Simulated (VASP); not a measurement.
# SiC (R3m) in VASP: notebook

Runs on SiC. Level: PBE. Tasks: single point.

All numbers are computed with VASP 6.6.1; they aren't measurements. Logs are shortened: lines on timing, memory, paths and dates and some standing lists are left out, and cuts for length are marked.

## (1) The cell of the first run

The structure is trigonal, space group R3m (No. 160). The conventional cell has a = 2.963 Å, b = 2.963 Å, c = 7.493 Å, α = 90.00°, β = 90.00°, γ = 120.00°. Within 2.4 Å of Si (site symmetry 3m) lie 4 C at 1.82 to 1.87 Å. C (site symmetry 3m) has 4 Si at 1.82 to 1.87 Å within 2.4 Å.

## (2) Single point, PBE

Input file INCAR:

```
PREC = Accurate
ENCUT = 520
EDIFF = 1E-6
ISMEAR = 0
SIGMA = 0.05
LREAL = F
LASPH = T
NELM = 100
ALGO = Normal
ISIF = 2
LWAVE = F
LCHARG = F
GGA = PE
NBANDS = 11
```

Input file KPOINTS:

```
Automatic mesh
0
Gamma
  12 12 12
```

Input file POSCAR:

```
SiC
1.0
    0.0000000000      2.0948702057      2.0948702057
    2.0948702057      0.0000000000      2.0948702057
    2.1403987182      2.1403987182     -0.0455285125
Si C
1 1
Direct
    0.0000000000      0.0000000000      0.0000000000
    0.7500000000      0.7500000000      0.7500000000
```

Potentials or basis: VASP PAW PBE potentials, release 64 (Si, C).

Command:

```console
cat potpaw_PBE.64/Si/POTCAR potpaw_PBE.64/C/POTCAR > POTCAR
mpirun -np 1 vasp_std > vasp.out
```

OUTCAR:

```text
PREC = Accurate
   ENCUT = 520
   EDIFF = 1E-6
   ISMEAR = 0
   LREAL = F
   LASPH = T
   NELM = 100
   ISIF = 2
   GGA = PE

 ion  position               nearest neighbor table
   1  0.000  0.000  0.000-   2 1.82   2 1.82   2 1.82   2 1.87
   2  0.750  0.750  0.750-   1 1.82   1 1.82   1 1.82   1 1.87

  LATTYP: Found a trigonal (rhomboedric) cell.
 ALAT       =     3.0273232717
 COS(alpha) =     0.5211531429

  Lattice vectors:

 A1 = (   2.1403987182,   0.0455285125,  -2.1403987182)
 A2 = (   0.0455285125,   2.1403987182,  -2.1403987182)
 A3 = (   2.1403987182,   2.1403987182,  -0.0455285125)

Analysis of symmetry for initial positions (statically):
=====================================================================
 Subroutine PRICEL returns:
 Original cell was already a primitive cell.

 Routine SETGRP: Setting up the symmetry group for a
 trigonal (rhombohedral) supercell.

 Subroutine GETGRP returns: Found  6 space group operations
 (whereof  6 operations were pure point group operations)
 out of a pool of 12 trial point group operations.

The static configuration has the point symmetry C_3v.

Analysis of symmetry for dynamics (positions and initial velocities):
=====================================================================
 Subroutine PRICEL returns:
 Original cell was already a primitive cell.

 Routine SETGRP: Setting up the symmetry group for a
 trigonal (rhombohedral) supercell.

 Subroutine GETGRP returns: Found  6 space group operations
 (whereof  6 operations were pure point group operations)
 out of a pool of 12 trial point group operations.

The dynamic configuration has the point symmetry C_3v.

 Subroutine INISYM returns: Found  6 space group operations
 (whereof  6 operations are pure point group operations),
 and found     1 'primitive' translations

----------------------------------------------------------------------------------------

                                     Primitive cell

  volume of cell :      18.9860

  direct lattice vectors                    reciprocal lattice vectors
     0.000000000  2.094870206  2.094870206    -0.236166518  0.241190026  0.236166518
     2.094870206  0.000000000  2.094870206     0.241190026 -0.236166518  0.236166518
     2.140398718  2.140398718 -0.045528512     0.231143010  0.231143010 -0.231143010

  length of vectors
     2.962593856  2.962593856  3.027323272     0.411973150  0.411973150  0.400351436

  position of ions in fractional coordinates (direct lattice)
     0.000000000  0.000000000  0.000000000
     0.750000000  0.750000000  0.750000000

  ion indices of the primitive-cell ions
   primitive index   ion index
                 1           1
                 2           2

----------------------------------------------------------------------------------------

 KPOINTS: Automatic mesh

Automatic generation of k-mesh.
 Grid dimensions read from file:
 generate k-points for:   12   12   12

 Generating k-lattice:

  Cartesian coordinates                     Fractional coordinates (reciprocal lattice)
    -0.019680543  0.020099169  0.019680543     0.083333333  0.000000000  0.000000000
     0.020099169 -0.019680543  0.019680543     0.000000000  0.083333333  0.000000000
     0.019261917  0.019261917 -0.019261917     0.000000000  0.000000000  0.083333333

  Length of vectors
     0.034331096  0.034331096  0.033362620

  Shift w.r.t. Gamma in fractional coordinates (k-lattice)
     0.000000000  0.000000000  0.000000000

 Subroutine IBZKPT returns following result:
 ===========================================

 Found    189 irreducible k-points:

 Following reciprocal coordinates:
            Coordinates               Weight
  0.000000  0.000000  0.000000      1.000000
  0.083333  0.000000  0.000000      6.000000
  0.166667  0.000000  0.000000      6.000000
  0.250000  0.000000 -0.000000      6.000000
  0.333333  0.000000 -0.000000      6.000000
  0.416667  0.000000 -0.000000      6.000000
[... 16 lines left out ...]
  0.500000  0.166667  0.000000     12.000000
 -0.416667  0.166667  0.000000     12.000000
 [... further k-points ...]
   k-points           NKPTS =    189   k-points in BZ     NKDIM =    189   number of bands    NBANDS=     11
   number of dos      NEDOS =    301   number of ions     NIONS =      2
   total plane-waves  NPLWV =  13824
   dimension x,y,z NGX =    24 NGY =   24 NGZ =   24
   dimension x,y,z NGXF=    48 NGYF=   48 NGZF=   48
   ions per type =               1   1
   NGX,Y,Z   is equivalent  to a cutoff of  13.47, 13.47, 13.18 a.u.
   NGXF,Y,Z  is equivalent  to a cutoff of  26.94, 26.94, 26.36 a.u.
 SYSTEM =  unknown system
   PREC   = accura    normal or accurate (medium, high low for compatibility)
   ISTART =      0    job   : 0-new  1-cont  2-samecut
   ICHARG =      2    charge: 1-file 2-atom 10-const
   ISPIN  =      1    spin polarized calculation?
   LNONCOLLINEAR =      F non collinear calculations
   LSORBIT =      F    spin-orbit coupling
[... 32 lines left out ...]
   LEPSILON=     F    determine dielectric tensor
   LRPA    =     F    only Hartree local field effects (RPA)
 non-spin polarized calculation
 Gauss-broadening in eV      SIGMA  =   0.05
  energy-cutoff  :      520.00
  volume of cell :       18.99
 maximum number of plane-waves:       540
 NGX is ok and might be reduce to    24

 number of electron       7.9999999 magnetization

 Free energy of the ion-electron system (eV)
  ---------------------------------------------------
  ext. energy  EPLUGINS =         0.00000000
  ---------------------------------------------------
  free energy    TOTEN  =       -14.88229965 eV

  energy without entropy =      -14.88229965  energy(sigma->0) =      -14.88229965

 E-fermi :   9.4954     XC(G=0): -11.7358

 val. band max:        9.1790749133   @ k =   0.0000   0.0000   0.0000
 cond. band min:      10.3555548894   @ k =   0.5000   0.5000  -0.0000
 fundamental gap:      1.1764799761
 Fermi energy:         9.4953829165

 k-point     1 :       0.0000    0.0000    0.0000
  band No.  band energies     occupation
      1      -6.9960      2.00000
      2       8.9405      2.00000
      3       9.1791      2.00000
      4       9.1791      2.00000
      5      15.7909      0.00000
      6      17.0807      0.00000
      7      17.3081      0.00000
      8      17.3081      0.00000
      9      24.1375      0.00000
     10      24.1375      0.00000
     11      26.7678      0.00000

 k-point     2 :       0.0833    0.0000    0.0000
  band No.  band energies     occupation
      1      -6.8483      2.00000
      2       8.4256      2.00000
      3       8.8826      2.00000
      4       9.0733      2.00000
      5      15.9241      0.00000
      6      17.1503      0.00000
      7      17.4977      0.00000
      8      17.6396      0.00000
      9      23.2164      0.00000
     10      23.3721      0.00000
     11      26.3121      0.00000

 k-point     3 :       0.1667    0.0000    0.0000
  band No.  band energies     occupation
      1      -6.4090      2.00000
      2       6.7570      2.00000
      3       8.6397      2.00000
      4       8.8111      2.00000
      5      15.9199      0.00000
      6      17.2647      0.00000
      7      17.8285      0.00000
      8      18.5614      0.00000
      9      22.2495      0.00000
     10      22.6072      0.00000
     11      25.4741      0.00000

 k-point     4 :       0.2500    0.0000   -0.0000
  band No.  band energies     occupation
      1      -5.6919      2.00000
      2       4.7421      2.00000
      3       8.3683      2.00000
      4       8.5021      2.00000
      5      15.6488      0.00000
      6      17.2615      0.00000
      7      17.7805      0.00000
      8      19.3455      0.00000
      9      22.3663      0.00000
     10      22.9483      0.00000
     11      25.0530      0.00000
[... 239 lines left out ...]
 k-point    22 :       0.4167    0.1667   -0.0000
  band No.  band energies     occupation
      1      -3.9210      2.00000
      2       2.4872      2.00000
      3       6.6935      2.00000
      4       7.0619      2.00000
      5      13.9886      0.00000
      6      17.5859      0.00000
      7      18.8408      0.00000
      8      19.7134      0.00000
      9      23.3129      0.00000
     10      27.0780      0.00000
     11      28.1370      0.00000

 k-point    23 :       0.5000    0.1667    0.0000
  band No.  band energies     occupation
      1      -2.9111      2.00000
      2       1.0035      2.00000
      3       6.2138      2.00000
      4       7.1667      2.00000
      5      14.0269      0.00000
      6      17.4716      0.00000
      7      18.3484      0.00000
      8      20.8502      0.00000
      9      23.8699      0.00000
     10      27.1982      0.00000
     11      28.4251      0.00000

 k-point    24 :      -0.4167    0.1667    0.0000
  band No.  band energies     occupation
      1      -2.6648      2.00000
      2       0.6832      2.00000
      3       5.8927      2.00000
      4       7.4436      2.00000
      5      14.3680      0.00000
      6      17.3019      0.00000
      7      18.0183      0.00000
      8      21.1881      0.00000
      9      24.7293      0.00000
     10      25.2870      0.00000
     11      28.3908      0.00000

 [... further k-points ...]
[... 5 lines left out ...]
  --------------------------------------------------------------------------------------
  -------------------------------------------------------------------------------------
  Total        3.1261264      3.1261264      3.1261264     -0.8522894      0.8522894      0.8522894
  in kB      263.8053753    263.8053753    263.8053753    -71.9224059     71.9224059     71.9224059
  external PRESSURE =     263.8053753 kB  Pullay stress =       0.0000000 kB

 VOLUME and BASIS-vectors are now :
 -----------------------------------------------------------------------------
  energy-cutoff  :      520.00
  volume of cell :       18.99
      direct lattice vectors                 reciprocal lattice vectors
     0.000000000  2.094870206  2.094870206    -0.236166518  0.241190026  0.236166518
     2.094870206  0.000000000  2.094870206     0.241190026 -0.236166518  0.236166518
     2.140398718  2.140398718 -0.045528512     0.231143010  0.231143010 -0.231143010

 POSITION                                       TOTAL-FORCE (eV/Angst)
 -----------------------------------------------------------------------------------
      0.00000      0.00000      0.00000         0.253104      0.253104     -0.253104
      3.17645      3.17645      3.10816        -0.253104     -0.253104      0.253104
 -----------------------------------------------------------------------------------
    total drift:                               -0.000046     -0.000046      0.000046

  FREE ENERGIE OF THE ION-ELECTRON SYSTEM (eV)
  ---------------------------------------------------
  free  energy   TOTEN  =       -14.8822996465 eV

  energy  without entropy=      -14.8822996465  energy(sigma->0) =      -14.88229965
```

It took 21 s on 1 thread of Intel Xeon 6975P-C (Granite Rapids), shared host; peak memory 0.16 GiB.

What came out:

* Free energy: -14.8823 eV
* Pressure: 26.4 GPa
* Largest force: 0.438 eV/Å
* Band gap on the k mesh: 1.18 eV, indirect (least direct gap 4.42 eV)

Forces on the atoms (eV/Å):
```
Si   0.253  0.253 -0.253
C   -0.253 -0.253  0.253
```

Stress tensor (GPa, compression positive):
```
26.38 -7.19  7.19
-7.19 26.38  7.19
 7.19  7.19 26.38
```

A k mesh can miss the band edges.

## (3) Single point, PBE

This run uses another cell than the first one, of the same volume but with other edges.

Input file INCAR:

```
SYSTEM = SiC
  ALGO = Normal
  EDIFF = 1E-7
  ENCUT = 520
  GGA = PE
  ISIF = 2
  ISMEAR = 0
  LASPH = .True.
  LCHARG = .False.
  LREAL = .False.
  LWAVE = .False.
  NBANDS = 11
  NELM = 100
  PREC = Accurate
  SIGMA = 0.05
```

Input file KPOINTS:

```
k-points
0
Gamma
  12 12 12
  0 0 0
```

Input file POSCAR:

```
SiC
1.0
    0.0000000000      2.1401763802      2.1401763802
    2.1401763802      0.0000000000      2.1401763802
    2.0950899978      2.0950899978      0.0450863824
Si C
1 1
Direct
    0.0000000000      0.0000000000      0.0000000000
    0.7500000000      0.7500000000      0.7500000000
```

Potentials or basis: VASP PAW PBE potentials, release 64 (Si, C).

Command:

```console
cat potpaw_PBE.64/Si/POTCAR potpaw_PBE.64/C/POTCAR > POTCAR
mpirun -np 1 vasp_std > vasp.out
```

Wall time 22 s (1 thread of Intel Xeon 6975P-C (Granite Rapids), shared host); peak memory 0.16 GiB.

Results (log left out):

| Item | Value |
| --- | --- |
| Free energy | -14.8813 eV |
| Pressure | 26.4 GPa |
| Largest force | 0.558 eV/Å |
| Band gap on the k mesh | 1.12 eV, indirect (least direct gap 4.41 eV) |

Forces in eV/Å, atoms in the order of the input:
```
Si  -0.322 -0.322  0.322
C    0.322  0.322 -0.322
```

Stress tensor (GPa, compression positive):
```
26.39  7.57 -7.57
 7.57 26.39 -7.57
-7.57 -7.57 26.39
```

Levels at points of the mesh, in eV from the valence-band top:
| k point | band 1 | band 2 | band 3 | band 4 | band 5 | band 6 | band 7 | band 8 |
| --- | --- | --- | --- | --- | --- | --- | --- | --- |
| (0.00, 0.00, 0.00) | -16.23 | -0.21 | -0.21 | 0.00 | 6.85 | 7.54 | 7.54 | 8.62 |
| (0.50, 0.00, 0.00) | -12.42 | -9.18 | -1.16 | -1.11 | 6.23 | 7.30 | 7.83 | 10.47 |
| (0.50, 0.50, 0.00) | -10.80 | -8.21 | -3.67 | -3.29 | 1.12 | 4.53 | 14.77 | 14.93 |
| (0.00, 0.00, 0.50) | -12.07 | -9.08 | -1.40 | -1.40 | 5.61 | 7.15 | 7.15 | 10.21 |

A k mesh can miss the band edges. A hybrid or GW would open this gap; PBE tends to underestimate it.

## (4) Single point, PBE

This run uses another cell than the first one, of the same volume but with other edges.

Input file INCAR:

```
PREC = Accurate
ENCUT = 520
EDIFF = 1E-6
ISMEAR = 0
SIGMA = 0.05
LREAL = False
LASPH = True
NELM = 60
ALGO = Normal
ISIF = 2
LWAVE = False
LCHARG = False
GGA = PE
NBANDS = 11
```

Input file KPOINTS:

```
Automatic mesh
0
Gamma
  12 12 12
```

Input file POSCAR:

```
SiC
1.0
    0.0000000000      2.1631284784      2.1631284784
    2.1631284784      0.0000000000      2.1631284784
    2.0735749594      2.0735749594      0.0895535190
Si C
1 1
Direct
    0.0000000000      0.0000000000      0.0000000000
    0.7500000000      0.7500000000      0.7500000000
```

Command:

```console
cat potpaw_PBE.64/Si/POTCAR potpaw_PBE.64/C/POTCAR > POTCAR
mpirun -np 1 vasp_std > vasp.out
```

Run time: 19 s. Hardware: 1 thread of Intel Xeon 6975P-C (Granite Rapids), shared host; peak memory 0.16 GiB.

Results (log left out):

* Free energy: -14.7941 eV
* Pressure: 27.6 GPa
* Largest force: 1.250 eV/Å
* Band gap on the k mesh: 0.96 eV, indirect (least direct gap 4.14 eV)

Forces in eV/Å, atoms in the order of the input:
```
Si  -0.722 -0.722  0.722
C    0.722  0.722 -0.722
```

Stress tensor (GPa, compression positive):
```
 27.57  15.50 -15.50
 15.50  27.57 -15.50
-15.50 -15.50  27.57
```

Levels at points of the mesh, in eV from the valence-band top:
```
           k point  band 1  band 2  band 3  band 4  band 5  band 6  band 7  band 8  band 9
(0.00, 0.00, 0.00)  -16.35   -0.38   -0.38    0.00    6.37    7.18    7.18    9.48   14.83
(0.50, 0.00, 0.00)  -12.62   -9.31   -1.21   -1.12    6.20    7.07    8.12   10.47   16.74
(0.50, 0.50, 0.00)  -10.92   -8.31   -3.96   -3.18    0.96    4.51   14.37   14.77   16.05
(0.00, 0.00, 0.50)  -11.92   -9.08   -1.70   -1.70    5.04    6.76    6.76    9.89   17.23
```

Caveat: forces of over 1 eV/Å act on the atoms, so gaps and moduli don't describe the material at rest. A k mesh can miss the band edges.

## (5) Single point, PBE

This run uses another cell than the first one, of 9.74 Å³/atom, 1.027 times its volume.

Input file INCAR:

```
PREC = Accurate ; ENCUT = 520
EDIFF = 1E-7 ; ISMEAR = 0
SIGMA = 0.05 ; LREAL = F
LASPH = T ; NELM = 60
ALGO = Normal ; ISIF = 2
LWAVE = F ; LCHARG = F
GGA = PE ; NBANDS = 11
```

Input file KPOINTS:

```
regular mesh
0
Gamma
  12 12 12
```

Input file POSCAR:

```
SiC
1.0
    0.0000000000      2.1019742439      2.1019742439
    2.1019742439      0.0000000000      2.1019742439
    2.1710591308      2.1710591308     -0.0690848868
Si C
1 1
Direct
    0.0000000000      0.0000000000      0.0000000000
    0.7500000000      0.7500000000      0.7500000000
```

Command:

```console
cat potpaw_PBE.64/Si/POTCAR potpaw_PBE.64/C/POTCAR > POTCAR
mpirun -np 1 vasp_std > vasp.out
```

It took 20 s on 1 thread of Intel Xeon 6975P-C (Granite Rapids), shared host; peak memory 0.16 GiB.

Results (log left out):

- Free energy: -14.9205 eV
- Pressure: 19.1 GPa
- Largest force: 0.532 eV/Å
- Band gap on the k mesh: 1.15 eV, indirect (least direct gap 4.29 eV)

Forces on the atoms (eV/Å):
```
Si   0.307  0.307 -0.307
C   -0.307 -0.307  0.307
```

Stress tensor (GPa, compression positive):
```
19.08 -9.96  9.96
-9.96 19.08  9.96
 9.96  9.96 19.08
```

Levels at points of the mesh, in eV from the valence-band top:
```csv
k point,band 1,band 2,band 3,band 4,band 5,band 6,band 7,band 8,band 9
"(0.00, 0.00, 0.00)",-16.00,-0.35,0.00,0.00,5.91,7.80,8.03,8.03,14.78
"(0.50, 0.00, 0.00)",-12.07,-8.95,-1.30,-1.23,5.55,6.93,7.60,10.21,16.48
"(0.50, 0.50, 0.00)",-10.70,-8.10,-3.66,-3.15,1.15,4.48,14.38,14.53,15.75
"(0.00, 0.00, 0.50)",-12.60,-9.07,-0.89,-0.89,6.60,7.80,7.80,10.49,16.68
```

A k mesh can miss the band edges.

## (6) Single point, PBE

This run uses another cell than the first one, of 9.74 Å³/atom, 1.027 times its volume.

Input file INCAR:

```
ALGO = Normal ; EDIFF = 1E-6
ENCUT = 520 ; GGA = PE
ISIF = 2 ; ISMEAR = 0
LASPH = T ; LCHARG = F
LREAL = F ; LWAVE = F
NBANDS = 11 ; NELM = 80
PREC = Accurate ; SIGMA = 0.05
```

Input file KPOINTS:

```
k-points
0
Gamma
  12 12 12
```

Input file POSCAR:

```
SiC
1.0
    0.0000000000      2.1245529085      2.1245529085
    2.1245529085      0.0000000000      2.1245529085
    2.1474980800      2.1474980800     -0.0229451714
Si C
1 1
Direct
    0.0000000000      0.0000000000      0.0000000000
    0.7500000000      0.7500000000      0.7500000000
```

Potentials or basis: VASP PAW PBE potentials, release 64 (Si, C).

Command:

```console
cat potpaw_PBE.64/Si/POTCAR potpaw_PBE.64/C/POTCAR > POTCAR
mpirun -np 1 vasp_std > vasp.out
```

It took 21 s on 1 thread of Intel Xeon 6975P-C (Granite Rapids), shared host; peak memory 0.16 GiB.

The run converged. Its results:

- Free energy: -14.9728 eV
- Pressure: 18.4 GPa
- Largest force: 0.204 eV/Å
- Band gap on the k mesh: 1.26 eV, indirect (least direct gap 4.51 eV)

Forces on the atoms (eV/Å):
```
Si   0.118  0.118 -0.118
C   -0.118 -0.118  0.118
```

Stress tensor (GPa, compression positive):
```
18.39 -3.41  3.41
-3.41 18.39  3.41
 3.41  3.41 18.39
```

Levels at points of the mesh, in eV from the valence-band top:
```
           k point  band 2  band 3  band 4  band 5  band 6  band 7
(0.00, 0.00, 0.00)   -0.11    0.00    0.00    6.76    7.59    7.83
(0.50, 0.00, 0.00)   -8.90   -1.14   -1.12    5.86    7.28    7.51
(0.50, 0.50, 0.00)   -8.03   -3.42   -3.25    1.26    4.51   14.69
(0.00, 0.00, 0.50)   -8.94   -1.00   -1.00    6.19    7.58    7.58
```

A k mesh can miss the band edges. A hybrid or GW would open this gap; PBE tends to underestimate it.

## (7) The runs side by side

```tsv
cell	gap on the mesh (eV)	pressure (GPa)	largest force (eV/Å)
a = 2.963, b = 2.963, c = 3.027 Å, angles 60.7, 60.7, 60.0°, 2 atoms	1.18	26.4	0.44
a = 3.027, b = 3.027, c = 2.963 Å, angles 59.3, 59.3, 60.0°, 2 atoms	1.12	26.4	0.56
a = 3.059, b = 3.059, c = 2.934 Å, angles 58.6, 58.6, 60.0°, 2 atoms	0.96	27.6	1.25
a = 2.973, b = 2.973, c = 3.071 Å, angles 61.1, 61.1, 60.0°, 2 atoms	1.15	19.1	0.53
a = 3.005, b = 3.005, c = 3.037 Å, angles 60.4, 60.4, 60.0°, 2 atoms	1.26	18.4	0.20
```

Alike in all rows: task single point; level PBE; potentials or basis VASP PAW PBE potentials, release 64 (Si, C); no spin polarisation; k mesh 12 × 12 × 12; cutoff (eV) 520; smearing gaussian 0.05 eV.

Caveats: forces of over 1 eV/Å act on the atoms, so gaps and moduli don't describe the material at rest (some runs).

Absolute energies hang on the potentials; compare differences alone.
